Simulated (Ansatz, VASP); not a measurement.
# Two plane-wave programs on Ir

```
Ir
1.0
     0.00000    1.90609    1.90609
     1.90609    0.00000    1.90609
     1.90609    1.90609    0.00000
Ir
1
Direct
  0.00000 0.00000 0.00000
```

Alike in both runs: task single point; functional LDA; k mesh 14 × 14 × 14; occupations fermi-dirac, width 0.2 eV; no spin polarisation.

|  | VASP | Ansatz |
| --- | --- | --- |
| version | VASP 6.6.1 | Ansatz 0.2.0 |
| potentials or method | VASP PAW LDA potentials, release 64 (Ir_sv_GW), cutoff 560 eV | plane waves (420 eV) with PAW, scalar-relativistic |
| valence electrons in the cell | 17 | 17 |

|  | VASP | Ansatz | Ansatz less VASP |
| --- | --- | --- | --- |
| pressure (GPa) | 0.6 | 0.9 | +0.36 |

Ansatz warns that its potentials were made for another functional, while VASP's fit it. LDA's correlation is that of Perdew and Zunger in VASP and of Perdew and Wang (1992) in Ansatz.

Spin-orbit coupling is off throughout.
